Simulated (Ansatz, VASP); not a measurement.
Zr: VASP beside Ansatz

```xyz
1
Lattice="-1.7599 1.7599 1.7599 1.7599 -1.7599 1.7599 1.7599 1.7599 -1.7599" Properties=species:S:1:pos:R:3 pbc="T T T"
Zr    0.0000    0.0000    0.0000
```

Alike in both runs: functional PBEsol; k mesh 17 × 17 × 17; occupations fermi-dirac, width 0.05 eV; no spin polarisation.

Ansatz relaxed the structure, and its values are those at the end. VASP's run is a single point on that final structure, the one shown.

|  | VASP | Ansatz |
| --- | --- | --- |
| version | VASP 6.6.1 | Ansatz 0.2.0 |
| potentials or method | VASP PAW PBE potentials, release 64 (Zr_sv) | PAW with Ansatz's default frozen-core files, scalar-relativistic |
| plane-wave cutoff (eV) | 520 | 420 |
| valence electrons in the cell | 12 | 12 |

Ansatz gave:

```
pressure (GPa) : 0.0
```

Task: Estimate VASP's values.

Result: Pressure (GPa): 0.1.

VASP's potentials were made for PBE, not for PBEsol.
